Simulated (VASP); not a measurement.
# Pd (Fd-3m) in VASP: notebook, part 2 of 2

VASP 6.6.1. The steps go on from the part before.

### Step 4. Single point, RPBE, collinear spin (24.59 Å³/atom)

This run uses another cell than the first one, of 24.59 Å³/atom.

INCAR reads:

```
PREC = Accurate
ENCUT = 520
EDIFF = 1E-7
ISMEAR = -1
SIGMA = 0.05
LREAL = False
LASPH = True
NELM = 150
ALGO = Normal
ISIF = 2
LWAVE = False
LCHARG = True
ISPIN = 2
MAGMOM = -0.447 -0.447
LORBIT = 11
LMAXMIX = 4
GGA = RP
LELF = True
LVHAR = True
NBANDS = 21
```

KPOINTS reads:

```
Automatic mesh
0
Gamma
  10 10 10
```

POSCAR reads:

```
Pd
1.0
    0.0000000000      2.9079781735      2.9079781735
    2.9079781735      0.0000000000      2.9079781735
    2.9079781735      2.9079781735      0.0000000000
Pd
2
Direct
    0.1250000000      0.1250000000      0.1250000000
    0.8750000000      0.8750000000      0.8750000000
```

Potentials or basis: VASP PAW PBE potentials, release 64 (Pd).

The run is started by

```
cat potpaw_PBE.64/Pd/POTCAR > POTCAR
mpirun -np 1 vasp_std > vasp.out
```

OUTCAR:

```text
PREC = Accurate
   ENCUT = 520
   EDIFF = 1E-7
   ISMEAR = -1
   LREAL = False
   LASPH = True
   NELM = 150
   ISIF = 2
   ISPIN = 2
   LORBIT = 11
   GGA = RP

 ion  position               nearest neighbor table
   1  0.125  0.125  0.125-   2 2.52   2 2.52   2 2.52   2 2.52
   2  0.875  0.875  0.875-   1 2.52   1 2.52   1 2.52   1 2.52

  LATTYP: Found a face centered cubic cell.
 ALAT       =     5.8159563470

  Lattice vectors:

 A1 = (   0.0000000000,   2.9079781735,   2.9079781735)
 A2 = (   2.9079781735,   0.0000000000,   2.9079781735)
 A3 = (   2.9079781735,   2.9079781735,   0.0000000000)

Analysis of symmetry for initial positions (statically):
=====================================================================
 Subroutine PRICEL returns:
 Original cell was already a primitive cell.

 Routine SETGRP: Setting up the symmetry group for a
 face centered cubic supercell.

 Subroutine GETGRP returns: Found 48 space group operations
 (whereof 12 operations were pure point group operations)
 out of a pool of 48 trial point group operations.

The static configuration has the point symmetry D_3d.
 The point group associated with its full space group is O_h .

Analysis of symmetry for dynamics (positions and initial velocities):
=====================================================================
 Subroutine PRICEL returns:
 Original cell was already a primitive cell.

 Routine SETGRP: Setting up the symmetry group for a
 face centered cubic supercell.

 Subroutine GETGRP returns: Found 48 space group operations
 (whereof 12 operations were pure point group operations)
 out of a pool of 48 trial point group operations.

The dynamic configuration has the point symmetry D_3d.
 The point group associated with its full space group is O_h .

Analysis of structural, dynamic, and magnetic symmetry:
=====================================================================
 Subroutine PRICEL returns:
 Original cell was already a primitive cell.

 Routine SETGRP: Setting up the symmetry group for a
 face centered cubic supercell.

 Subroutine GETGRP returns: Found 48 space group operations
 (whereof 12 operations were pure point group operations)
 out of a pool of 48 trial point group operations.

The overall configuration has the point symmetry D_3d.
 The point group associated with its full space group is O_h .

 Subroutine INISYM returns: Found 48 space group operations
 (whereof 12 operations are pure point group operations),
 and found     1 'primitive' translations

----------------------------------------------------------------------------------------

                                     Primitive cell

  volume of cell :      49.1817

  direct lattice vectors                    reciprocal lattice vectors
     0.000000000  2.907978174  2.907978174    -0.171940768  0.171940768  0.171940768
     2.907978174  0.000000000  2.907978174     0.171940768 -0.171940768  0.171940768
     2.907978174  2.907978174  0.000000000     0.171940768  0.171940768 -0.171940768

  length of vectors
     4.112502172  4.112502172  4.112502172     0.297810146  0.297810146  0.297810146

  position of ions in fractional coordinates (direct lattice)
     0.125000000  0.125000000  0.125000000
[... 69 lines left out ...]
   PREC   = accura    normal or accurate (medium, high low for compatibility)
   ISTART =      0    job   : 0-new  1-cont  2-samecut
   ICHARG =      2    charge: 1-file 2-atom 10-const
   ISPIN  =      2    spin polarized calculation?
   LNONCOLLINEAR =      F non collinear calculations
   LSORBIT =      F    spin-orbit coupling
   LASPH  =      T    aspherical Exc in radial PAW
   ENCUT  =  520.0 eV  38.22 Ry    6.18 a.u.   7.65  7.65  7.65*2*pi/ulx,y,z
   NELM   =    150;   NELMIN=  2; NELMDL= -5     # of ELM steps
   EDIFF  = 0.1E-06   stopping-criterion for ELM
   LREAL  =      F    real-space projection
   EDIFFG = 0.1E-05   stopping-criterion for IOM
   NSW    =      0    number of steps for IOM
   IBRION =     -1    ionic relax: 0-MD 1-quasi-New 2-CG
   NFREE  =      0    steps in history (QN), initial steepest desc. (CG)
   ISIF   =      2    stress and relaxation
   ISYM   =      2    0-nonsym 1-usesym 2-fastsym
   POTIM  = 0.5000    time-step for ionic-motion
   TEBEG  =    0.0;   TEEND  =   0.0 temperature during run
   PSTRESS=    0.0 pullay stress
   NELECT =      20.0000    total number of electrons
   NUPDOWN=      -1.0000    fix difference up-down
   EMIN   =  10.00;   EMAX   =-10.00  energy-range for DOS
   EFERMI =   0.00;   METHOD = LEGACY
   ISMEAR =    -1;   SIGMA  =   0.05  broadening in eV -4-tet -1-fermi 0-gaus
   EFERMI_NEDOS =   21; number of points for ismear=-14 and -15
   IALGO  =     38    algorithm
   IMIX   =      4    mixing-type and parameters
     AMIX     =   0.40;   BMIX     =  1.00
     AMIX_MAG =   1.60;   BMIX_MAG =  1.00
  volume/ion in A,a.u.               =      24.59       165.95
  Fermi-wavevector in a.u.,A,eV,Ry     =   1.212878  2.292007 20.015155  1.471072
  Thomas-Fermi vector in A             =   2.348348
   LORBIT       =     11    0 simple, 1 ext, 2 COOP (PROOUT), +10 PAW based schemes
   GGA     = RP    functional components
   LHFCALC =     F    Hartree Fock is set to
   AEXX    =    0.0000 exact exchange contribution
   IVDW    =     0    specifies the selected vdW correction
   LEPSILON=     F    determine dielectric tensor
   LRPA    =     F    only Hartree local field effects (RPA)
 spin polarized calculation
  energy-cutoff  :      520.00
  volume of cell :       49.18
 maximum number of plane-waves:      1363
   NGX = 15   NGY = 15   NGZ = 15

 number of electron      20.0000002 magnetization      -0.9120718

 Free energy of the ion-electron system (eV)
  ---------------------------------------------------
  ext. energy  EPLUGINS =         0.00000000
  ---------------------------------------------------
  free energy    TOTEN  =        -7.24249802 eV

  energy without entropy =       -7.20643191  energy(sigma->0) =       -7.22446496

 E-fermi :   4.0735     XC(G=0):  -9.7124

 val. band max:        4.0721670640   @ k =  -0.4000   0.3000   0.1000
 cond. band min:       4.0780958034   @ k =   0.5000   0.4000   0.0000
 fundamental gap:      0.0059287394
 Fermi energy:         4.0734835539

 spin component 1

 k-point     1 :       0.0000    0.0000    0.0000
  band No.  band energies     occupation
      1      -0.3489      1.00000
      2       0.8949      1.00000
      3       0.8949      1.00000
      4       1.0324      1.00000
      5       1.0324      1.00000
      6       1.0324      1.00000
[... 565 lines left out ...]
     20      22.7434      0.00000
     21      23.8882      0.00000

 [... further k-points ...]

 spin component 2

 k-point     1 :       0.0000    0.0000    0.0000
  band No.  band energies     occupation
      1      -0.3802      1.00000
      2       0.6281      1.00000
      3       0.6281      1.00000
      4       0.7331      1.00000
      5       0.7331      1.00000
      6       0.7331      1.00000
[... 565 lines left out ...]
     20      22.7169      0.00000
     21      23.8316      0.00000

 [... further k-points ...]

------------------------ aborting loop because EDIFF is reached ----------------------------------------

  FORCE on cell =-STRESS in cart. coord.  units (eV):
  Direction    XX          YY          ZZ          XY          YZ          ZX
  --------------------------------------------------------------------------------------
  -------------------------------------------------------------------------------------
  Total        0.6892370      0.6892370      0.6892370     -0.0000000     -0.0000000      0.0000000
  in kB       22.4530691     22.4530691     22.4530691     -0.0000000     -0.0000000      0.0000000
  external PRESSURE =      22.4530691 kB  Pullay stress =       0.0000000 kB

 VOLUME and BASIS-vectors are now :
 -----------------------------------------------------------------------------
  energy-cutoff  :      520.00
  volume of cell :       49.18
      direct lattice vectors                 reciprocal lattice vectors
     0.000000000  2.907978174  2.907978174    -0.171940768  0.171940768  0.171940768
     2.907978174  0.000000000  2.907978174     0.171940768 -0.171940768  0.171940768
     2.907978174  2.907978174  0.000000000     0.171940768  0.171940768 -0.171940768

 POSITION                                       TOTAL-FORCE (eV/Angst)
 -----------------------------------------------------------------------------------
      0.72699      0.72699      0.72699         0.000000     -0.000000      0.000000
      5.08896      5.08896      5.08896        -0.000000      0.000000     -0.000000
 -----------------------------------------------------------------------------------
    total drift:                                0.000000      0.000000     -0.000000

  FREE ENERGIE OF THE ION-ELECTRON SYSTEM (eV)
  ---------------------------------------------------
  free  energy   TOTEN  =        -7.2424980180 eV

  energy  without entropy=       -7.2064319058  energy(sigma->0) =       -7.22446496

 total charge

# of ion       s       p       d       tot
------------------------------------------
    1        0.492   0.284   8.528   9.305
    2        0.492   0.284   8.528   9.305
--------------------------------------------------
tot          0.985   0.569  17.056  18.610

 magnetization (x)

# of ion       s       p       d       tot
------------------------------------------
    1        0.007   0.003  -0.460  -0.450
    2        0.007   0.003  -0.460  -0.450
--------------------------------------------------
tot          0.014   0.006  -0.920  -0.900
```

stdout:

```text
POSCAR found type information on POSCAR Pd
 POSCAR found :  1 types and       2 ions
 scaLAPACK will be used
 -----------------------------------------------------------------------------
|                                                                             |
|                                                                             |
|     You enforced a specific xc type in the INCAR file but a different       |
|     I HOPE YOU KNOW WHAT YOU ARE DOING!                                     |
|                                                                             |
 -----------------------------------------------------------------------------

 LDA part: xc-table for (Slater+PW92), standard interpolation
 POSCAR, INCAR and KPOINTS ok, starting setup
 FFT: planning ... GRIDC
 FFT: planning ... GRID_SOFT
 FFT: planning ... GRID
 WAVECAR not read
 entering main loop
```

It took 48 s on 1 thread of AMD EPYC 9R45 (Zen 5), shared host; peak memory 0.21 GiB.

What came out:

- Free energy: -7.2425 eV
- Pressure: 2.2 GPa
- Net moment: -0.91 μB per cell
- Site moments: Pd -0.45 μB
- Valence electrons inside the program's atomic spheres: Pd 9.30

Caveat: the PAW data sets were made with another functional, which shifts forces and pressure a little.

### Step 5. The runs side by side

| cell | gap on the mesh (eV) | pressure (GPa) | moment (μB) |
| --- | --- | --- | --- |
| a = 3.995 Å, angles 60.0°, 2 atoms | none | 9.5 | 0.95 |
| a = 4.055 Å, angles 60.0°, 2 atoms | none | 5.4 | 0.94 |
| a = 4.113 Å, angles 60.0°, 2 atoms | none | 2.2 | 0.91 |

Alike in all rows: task single point; level RPBE; potentials or basis VASP PAW PBE potentials, release 64 (Pd); spin collinear; k mesh 10 × 10 × 10; cutoff (eV) 520; smearing fermi-dirac 0.05 eV.

Caveats: the PAW data sets were made with another functional, which shifts forces and pressure a little; the cell stands under pressure (at least some runs).

Total energies depend on the potentials used, so only differences within one code and one set of settings carry meaning.
